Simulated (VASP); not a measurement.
# BN (I-4m2) in VASP: further runs

The runs below take BN through single point, with PBE.

Everything below comes from runs of VASP 6.6.1. Logs are shortened: lines on timing, memory, paths and dates and some standing lists are left out, and cuts for length are marked.

**1. The cell of the first run**

It takes space group I-4m2 (No. 119, tetragonal). The conventional cell has a = 2.484 Å, b = 2.484 Å, c = 3.864 Å, α = 90.00°, β = 90.00°, γ = 90.00°. Within 2.1 Å of B (site symmetry -4m2) lie 4 N at 1.57 Å. N (site symmetry -4m2) has 4 B at 1.57 Å within 2.1 Å.

**2. Single point, PBE**

INCAR reads:

```
SYSTEM = BN
PREC = Accurate
ENCUT = 520
EDIFF = 1E-6
ISMEAR = 0
SIGMA = 0.05
LREAL = .FALSE.
LASPH = .TRUE.
NELM = 100
ALGO = Normal
ISIF = 2
LWAVE = .FALSE.
LCHARG = .TRUE.
GGA = PE
LELF = .TRUE.
LVHAR = .TRUE.
NBANDS = 11
```

KPOINTS reads:

```
regular mesh
0
G
  12 12 12
  0 0 0
```

POSCAR reads:

```
BN
1.0
    0.0000000000      1.7563072008      1.9319379209
    1.7563072008      0.0000000000      1.9319379209
    1.7563072008      1.7563072008      0.0000000000
B N
1 1
Direct
    0.0000000000      0.0000000000      0.0000000000
    0.7500000000      0.7500000000      0.7500000000
```

Potentials or basis: VASP PAW PBE potentials, release 64 (B, N).

The run is started by

```
> cat potpaw_PBE.64/B/POTCAR potpaw_PBE.64/N/POTCAR > POTCAR
> mpirun -np 1 vasp_std > vasp.out
```

OUTCAR:

```text
SYSTEM = BN
   PREC = Accurate
   ENCUT = 520
   EDIFF = 1E-6
   ISMEAR = 0
   LREAL = .FALSE.
   LASPH = .TRUE.
   NELM = 100
   ISIF = 2
   GGA = PE

 ion  position               nearest neighbor table
   1  0.000  0.000  0.000-   2 1.57   2 1.57   2 1.57   2 1.57
   2  0.750  0.750  0.750-   1 1.57   1 1.57   1 1.57   1 1.57

  LATTYP: Found a body centered tetragonal cell.
 ALAT       =     2.4837934631
 C/A-ratio  =     1.5556349186

  Lattice vectors:

 A1 = (  -1.7563072008,   0.0000000000,   1.9319379209)
 A2 = (   1.7563072008,   0.0000000000,   1.9319379209)
 A3 = (   0.0000000000,   1.7563072008,  -1.9319379209)

Analysis of symmetry for initial positions (statically):
=====================================================================
 Subroutine PRICEL returns:
 Original cell was already a primitive cell.

 Routine SETGRP: Setting up the symmetry group for a
 body centered tetragonal supercell.

 Subroutine GETGRP returns: Found  8 space group operations
 (whereof  8 operations were pure point group operations)
 out of a pool of 16 trial point group operations.

The static configuration has the point symmetry D_2d.

Analysis of symmetry for dynamics (positions and initial velocities):
=====================================================================
 Subroutine PRICEL returns:
 Original cell was already a primitive cell.

 Routine SETGRP: Setting up the symmetry group for a
 body centered tetragonal supercell.

 Subroutine GETGRP returns: Found  8 space group operations
 (whereof  8 operations were pure point group operations)
 out of a pool of 16 trial point group operations.

The dynamic configuration has the point symmetry D_2d.

 Subroutine INISYM returns: Found  8 space group operations
 (whereof  8 operations are pure point group operations),
 and found     1 'primitive' translations

----------------------------------------------------------------------------------------

                                     Primitive cell

  volume of cell :      11.9186

  direct lattice vectors                    reciprocal lattice vectors
     0.000000000  1.756307201  1.931937921    -0.284688237  0.284688237  0.258807488
     1.756307201  0.000000000  1.931937921     0.284688237 -0.284688237  0.258807488
     1.756307201  1.756307201  0.000000000     0.284688237  0.284688237 -0.258807488

  length of vectors
     2.610938359  2.610938359  2.483793463     0.478618951  0.478618951  0.478618951

  position of ions in fractional coordinates (direct lattice)
     0.000000000  0.000000000  0.000000000
     0.750000000  0.750000000  0.750000000

  ion indices of the primitive-cell ions
   primitive index   ion index
                 1           1
                 2           2

----------------------------------------------------------------------------------------

 KPOINTS: regular mesh

Automatic generation of k-mesh.
 Grid dimensions read from file:
 generate k-points for:   12   12   12

 Generating k-lattice:

  Cartesian coordinates                     Fractional coordinates (reciprocal lattice)
    -0.023724020  0.023724020  0.021567291     0.083333333  0.000000000  0.000000000
     0.023724020 -0.023724020  0.021567291     0.000000000  0.083333333  0.000000000
     0.023724020  0.023724020 -0.021567291    -0.000000000 -0.000000000  0.083333333

  Length of vectors
     0.039884913  0.039884913  0.039884913

  Shift w.r.t. Gamma in fractional coordinates (k-lattice)
     0.000000000  0.000000000  0.000000000

 Subroutine IBZKPT returns following result:
 ===========================================

 Found    163 irreducible k-points:

 Following reciprocal coordinates:
            Coordinates               Weight
  0.000000  0.000000  0.000000      1.000000
  0.083333  0.000000  0.000000      8.000000
  0.166667  0.000000  0.000000      8.000000
  0.250000  0.000000  0.000000      8.000000
  0.333333 -0.000000  0.000000      8.000000
  0.416667  0.000000  0.000000      8.000000
[... 16 lines left out ...]
  0.500000  0.166667  0.000000      8.000000
 -0.416667  0.166667  0.000000      8.000000
 [... further k-points ...]
   k-points           NKPTS =    163   k-points in BZ     NKDIM =    163   number of bands    NBANDS=     11
   number of dos      NEDOS =    301   number of ions     NIONS =      2
   total plane-waves  NPLWV =   7200
   dimension x,y,z NGX =    20 NGY =   20 NGZ =   18
   dimension x,y,z NGXF=    40 NGYF=   40 NGZF=   36
   ions per type =               1   1
   NGX,Y,Z   is equivalent  to a cutoff of  12.73, 12.73, 12.05 a.u.
   NGXF,Y,Z  is equivalent  to a cutoff of  25.47, 25.47, 24.10 a.u.
 SYSTEM =  BN
   PREC   = accura    normal or accurate (medium, high low for compatibility)
   ISTART =      0    job   : 0-new  1-cont  2-samecut
   ICHARG =      2    charge: 1-file 2-atom 10-const
   ISPIN  =      1    spin polarized calculation?
   LNONCOLLINEAR =      F non collinear calculations
   LSORBIT =      F    spin-orbit coupling
   LASPH  =      T    aspherical Exc in radial PAW
   ENCUT  =  520.0 eV  38.22 Ry    6.18 a.u.   4.85  4.85  4.62*2*pi/ulx,y,z
   NELM   =    100;   NELMIN=  2; NELMDL= -5     # of ELM steps
   EDIFF  = 0.1E-05   stopping-criterion for ELM
   LREAL  =      F    real-space projection
[... 7 lines left out ...]
   TEBEG  =    0.0;   TEEND  =   0.0 temperature during run
   PSTRESS=    0.0 pullay stress
   NELECT =       8.0000    total number of electrons
   NUPDOWN=      -1.0000    fix difference up-down
   EMIN   =  10.00;   EMAX   =-10.00  energy-range for DOS
   EFERMI =   0.00;   METHOD = LEGACY
   ISMEAR =     0;   SIGMA  =   0.05  broadening in eV -4-tet -1-fermi 0-gaus
   EFERMI_NEDOS =   21; number of points for ismear=-14 and -15
   IALGO  =     38    algorithm
   IMIX   =      4    mixing-type and parameters
     AMIX     =   0.40;   BMIX     =  1.00
     AMIX_MAG =   1.60;   BMIX_MAG =  1.00
  volume/ion in A,a.u.               =       5.96        40.22
  Fermi-wavevector in a.u.,A,eV,Ry     =   1.433387  2.708709 27.954506  2.054598
  Thomas-Fermi vector in A             =   2.552911
   LORBIT       =      0    0 simple, 1 ext, 2 COOP (PROOUT), +10 PAW based schemes
   GGA     = PE    functional components
   LHFCALC =     F    Hartree Fock is set to
   AEXX    =    0.0000 exact exchange contribution
   IVDW    =     0    specifies the selected vdW correction
   LEPSILON=     F    determine dielectric tensor
   LRPA    =     F    only Hartree local field effects (RPA)
 non-spin polarized calculation
 Gauss-broadening in eV      SIGMA  =   0.05
  energy-cutoff  :      520.00
  volume of cell :       11.92
 maximum number of plane-waves:       344
   NGX =  9   NGY =  9   NGZ =  9

 number of electron       8.0000000 magnetization

 Free energy of the ion-electron system (eV)
  ---------------------------------------------------
  ext. energy  EPLUGINS =         0.00000000
  ---------------------------------------------------
  free energy    TOTEN  =       -17.30142164 eV

  energy without entropy =      -17.30142164  energy(sigma->0) =      -17.30142164

 E-fermi :   7.9561     XC(G=0): -12.7881

 val. band max:        7.6736632255   @ k =   0.0000   0.0000   0.0000
 cond. band min:      11.2656631049   @ k =   0.5000   0.0000   0.5000
 fundamental gap:      3.5919998794
 Fermi energy:         7.9561187867

 k-point     1 :       0.0000    0.0000    0.0000
  band No.  band energies     occupation
      1     -12.8164      2.00000
      2       6.5820      2.00000
      3       7.6737      2.00000
      4       7.6737      2.00000
      5      15.9366      0.00000
      6      15.9366      0.00000
      7      16.6169      0.00000
      8      17.4148      0.00000
      9      31.7128      0.00000
     10      31.9913      0.00000
     11      32.7074      0.00000

 k-point     2 :       0.0833    0.0000    0.0000
  band No.  band energies     occupation
      1     -12.6476      2.00000
      2       6.0888      2.00000
      3       7.0606      2.00000
      4       7.5316      2.00000
      5      15.9333      0.00000
      6      16.2160      0.00000
      7      16.9871      0.00000
      8      18.0224      0.00000
      9      30.2275      0.00000
     10      31.8308      0.00000
     11      34.6064      0.00000

 k-point     3 :       0.1667    0.0000    0.0000
  band No.  band energies     occupation
      1     -12.1475      2.00000
      2       4.2837      2.00000
      3       6.2787      2.00000
      4       7.1870      2.00000
      5      15.9630      0.00000
      6      16.9044      0.00000
      7      17.6498      0.00000
      8      19.4165      0.00000
      9      29.2732      0.00000
     10      31.6219      0.00000
     11      32.6480      0.00000

 k-point     4 :       0.2500    0.0000    0.0000
  band No.  band energies     occupation
      1     -11.3397      2.00000
      2       1.8886      2.00000
      3       5.6277      2.00000
      4       6.7929      2.00000
      5      15.9516      0.00000
      6      17.6635      0.00000
      7      18.2806      0.00000
      8      20.7953      0.00000
      9      29.3177      0.00000
     10      31.4810      0.00000
     11      31.7385      0.00000

 k-point     5 :       0.3333   -0.0000    0.0000
  band No.  band energies     occupation
      1     -10.2878      2.00000
      2      -0.4734      2.00000
      3       5.0953      2.00000
      4       6.4616      2.00000
      5      15.8653      0.00000
      6      18.1894      0.00000
      7      18.7316      0.00000
      8      21.7865      0.00000
      9      29.8054      0.00000
     10      31.9928      0.00000
     11      32.1385      0.00000
[... 211 lines left out ...]
 k-point    21 :       0.3333    0.1667    0.0000
  band No.  band energies     occupation
      1     -10.6745      2.00000
      2       1.3417      2.00000
      3       4.3391      2.00000
      4       5.2732      2.00000
      5      16.1720      0.00000
      6      18.8671      0.00000
      7      20.0740      0.00000
      8      20.6952      0.00000
      9      25.7638      0.00000
     10      32.7663      0.00000
     11      36.0971      0.00000

 k-point    22 :       0.4167    0.1667    0.0000
  band No.  band energies     occupation
      1      -9.6357      2.00000
      2      -0.5944      2.00000
      3       3.4305      2.00000
      4       5.1637      2.00000
      5      16.5679      0.00000
      6      18.8481      0.00000
      7      20.3421      0.00000
      8      21.8246      0.00000
      9      27.2077      0.00000
     10      32.4691      0.00000
     11      35.8692      0.00000

 k-point    23 :       0.5000    0.1667    0.0000
  band No.  band energies     occupation
      1      -8.6236      2.00000
      2      -2.1877      2.00000
      3       2.7712      2.00000
      4       5.2878      2.00000
      5      16.8989      0.00000
      6      18.8455      0.00000
      7      20.1852      0.00000
      8      22.7788      0.00000
      9      28.2255      0.00000
     10      32.7480      0.00000
     11      34.9472      0.00000

 k-point    24 :      -0.4167    0.1667    0.0000
  band No.  band energies     occupation
      1      -8.2557      2.00000
      2      -2.6889      2.00000
      3       2.4133      2.00000
      4       5.6210      2.00000
      5      17.3112      0.00000
      6      18.8236      0.00000
      7      19.7563      0.00000
      8      22.7171      0.00000
      9      29.0634      0.00000
     10      32.8072      0.00000
     11      33.3786      0.00000

 [... further k-points ...]
[... 5 lines left out ...]
  --------------------------------------------------------------------------------------
  -------------------------------------------------------------------------------------
  Total        1.6208467      1.6208467     -3.2802581      0.0000000     -0.0000000      0.0000000
  in kB      217.8855301    217.8855301   -440.9552065      0.0000000     -0.0000000      0.0000000
  external PRESSURE =      -1.7280488 kB  Pullay stress =       0.0000000 kB

 VOLUME and BASIS-vectors are now :
 -----------------------------------------------------------------------------
  energy-cutoff  :      520.00
  volume of cell :       11.92
      direct lattice vectors                 reciprocal lattice vectors
     0.000000000  1.756307201  1.931937921    -0.284688237  0.284688237  0.258807488
     1.756307201  0.000000000  1.931937921     0.284688237 -0.284688237  0.258807488
     1.756307201  1.756307201  0.000000000     0.284688237  0.284688237 -0.258807488

 POSITION                                       TOTAL-FORCE (eV/Angst)
 -----------------------------------------------------------------------------------
      0.00000      0.00000      0.00000        -0.000000     -0.000000     -0.000000
      2.63446      2.63446      2.89791         0.000000      0.000000      0.000000
 -----------------------------------------------------------------------------------
    total drift:                               -0.000000     -0.000000      0.000002

  FREE ENERGIE OF THE ION-ELECTRON SYSTEM (eV)
  ---------------------------------------------------
  free  energy   TOTEN  =       -17.3014216364 eV

  energy  without entropy=      -17.3014216364  energy(sigma->0) =      -17.30142164
```

Wall time 7.1 s (1 thread of Intel Xeon 6975P-C (Granite Rapids), shared host); peak memory 0.13 GiB.

Results:

```yaml
Free_energy: -17.3014 eV
Pressure: -0.2 GPa
Band_gap_on_the_k_mesh: 3.59 eV, indirect (least direct gap 8.19 eV)
```

Stress tensor (GPa, compression positive):
```
 21.79   0.00   0.00
  0.00  21.79   0.00
  0.00   0.00 -44.10
```

Levels at points of the mesh, in eV from the valence-band top:
| k point | band 1 | band 2 | band 3 | band 4 | band 5 | band 6 | band 7 | band 8 | band 9 |
| --- | --- | --- | --- | --- | --- | --- | --- | --- | --- |
| (0.00, 0.00, 0.00) | -20.49 | -1.09 | 0.00 | 0.00 | 8.26 | 8.26 | 8.94 | 9.74 | 24.04 |
| (0.50, 0.00, 0.00) | -16.28 | -10.95 | -3.04 | -1.50 | 8.04 | 10.79 | 11.41 | 14.83 | 22.73 |
| (0.50, 0.50, 0.00) | -15.66 | -10.10 | -4.32 | -4.32 | 5.25 | 10.30 | 17.16 | 17.16 | 18.91 |
| (0.50, 0.00, 0.50) | -14.57 | -8.75 | -5.58 | -5.58 | 3.59 | 8.13 | 16.40 | 17.84 | 20.67 |

 A k mesh can miss the band edges.

**3. Single point, PBE**

This run uses another cell than the first one, of the same volume but with other edges.

INCAR reads:

```
SYSTEM = BN
ALGO = Normal ; EDIFF = 1E-6
ENCUT = 520 ; GGA = PE
ISIF = 2 ; ISMEAR = 0
LASPH = .TRUE. ; LCHARG = .FALSE.
LREAL = .FALSE. ; LWAVE = .FALSE.
NBANDS = 11 ; NELM = 100
PREC = Accurate ; SIGMA = 0.05
```

KPOINTS reads:

```
k-points
0
G
  12 12 12
  0 0 0
```

POSCAR reads:

```
BN
1.0
    0.0000000000      1.8378397167      1.7643261280
    1.8378397167      0.0000000000      1.7643261280
    1.8378397167      1.8378397167      0.0000000000
B N
1 1
Direct
    0.0000000000      0.0000000000      0.0000000000
    0.7500000000      0.7500000000      0.7500000000
```

Potentials or basis: VASP PAW PBE potentials, release 64 (B, N).

The run is started by

```
> cat potpaw_PBE.64/B/POTCAR potpaw_PBE.64/N/POTCAR > POTCAR
> mpirun -np 1 vasp_std > vasp.out
```

It took 7.3 s on 1 thread of Intel Xeon 6975P-C (Granite Rapids), shared host; peak memory 0.13 GiB.

The run converged. Its results:

```yaml
Free_energy: -17.4268 eV
Pressure: -0.2 GPa
Band_gap_on_the_k_mesh: 3.75 eV, indirect (least direct gap 8.35 eV)
```

Stress tensor (GPa, compression positive):
```
-8.02  0.00  0.00
 0.00 -8.02  0.00
 0.00  0.00 15.47
```

Levels at points of the mesh, in eV from the valence-band top:
```csv
k point,band 1,band 2,band 3,band 4,band 5,band 6,band 7,band 8
"(0.00, 0.00, 0.00)",-20.38,-0.37,-0.37,0.00,8.35,8.64,8.64,9.94
"(0.50, 0.00, 0.00)",-16.20,-10.85,-2.47,-1.87,9.38,10.18,11.02,14.93
"(0.50, 0.50, 0.00)",-14.54,-8.71,-5.46,-5.46,3.75,8.29,17.58,17.58
"(0.50, 0.00, 0.50)",-15.00,-9.30,-4.92,-4.91,4.44,9.26,17.13,17.72
```

**4. Single point, PBE**

INCAR reads:

```
PREC     = Accurate       # precision mode
ENCUT    = 520            # plane-wave cutoff, eV
EDIFF    = 1E-7           # SCF threshold, eV
ISMEAR   = 0              # smearing method
SIGMA    = 0.05           # smearing width, eV
LREAL    = F              # projectors in reciprocal space
LASPH    = T              # aspherical terms in the spheres
NELM     = 80             # most SCF steps
ALGO     = Normal         # electronic algorithm
ISIF     = 2              # what is computed and relaxed
LWAVE    = F              # write WAVECAR
LCHARG   = F              # write CHGCAR
GGA      = PE             # functional
NBANDS   = 11             # bands
```

KPOINTS reads:

```
Automatic mesh
0
Gamma
  12 12 12
```

POSCAR reads:

```
BN
1.0
    0.0000000000      1.7837539340      1.8729416307
    1.7837539340      0.0000000000      1.8729416307
    1.7837539340      1.7837539340      0.0000000000
B N
1 1
Direct
    0.0000000000      0.0000000000      0.0000000000
    0.7500000000      0.7500000000      0.7500000000
```

The run is started by

```
> cat potpaw_PBE.64/B/POTCAR potpaw_PBE.64/N/POTCAR > POTCAR
> mpirun -np 1 vasp_std > vasp.out
```

Run time: 7.9 s. Hardware: 1 thread of Intel Xeon 6975P-C (Granite Rapids), shared host; peak memory 0.13 GiB.

Results (log left out):

* Free energy: -17.4134 eV
* Pressure: -0.2 GPa
* Band gap on the k mesh: 4.01 eV, indirect (least direct gap 8.51 eV)

Stress tensor (GPa, compression positive):
```
 10.41   0.00   0.00
  0.00  10.41   0.00
  0.00   0.00 -21.39
```

Levels at points of the mesh, in eV from the valence-band top:
| k point | band 1 | band 2 | band 3 | band 4 | band 5 | band 6 | band 7 | band 8 |
| --- | --- | --- | --- | --- | --- | --- | --- | --- |
| (0.00, 0.00, 0.00) | -20.30 | -0.52 | 0.00 | 0.00 | 8.51 | 8.51 | 8.86 | 10.01 |
| (0.50, 0.00, 0.00) | -16.12 | -10.77 | -2.48 | -1.71 | 9.16 | 10.74 | 10.91 | 15.00 |
| (0.50, 0.50, 0.00) | -15.13 | -9.49 | -4.58 | -4.58 | 4.86 | 9.77 | 17.50 | 17.50 |
| (0.50, 0.00, 0.50) | -14.58 | -8.79 | -5.24 | -5.23 | 4.01 | 8.64 | 17.17 | 17.92 |

 A k mesh can miss the band edges.

**5. The runs side by side**

| cell | gap on the mesh (eV) | pressure (GPa) |
| --- | --- | --- |
| a = 2.611, b = 2.611, c = 2.484 Å, angles 61.6, 61.6, 56.8°, 2 atoms | 3.59 | -0.2 |
| a = 2.548, b = 2.548, c = 2.599 Å, angles 59.3, 59.3, 61.3°, 2 atoms | 3.75 | -0.2 |
| a = 2.586, b = 2.586, c = 2.523 Å, angles 60.8, 60.8, 58.4°, 2 atoms | 4.01 | -0.2 |

Alike in all rows: task single point; level PBE; potentials or basis VASP PAW PBE potentials, release 64 (B, N); no spin polarisation; k mesh 12 × 12 × 12; cutoff (eV) 520; smearing gaussian 0.05 eV.

Absolute energies hang on the potentials; compare differences alone.
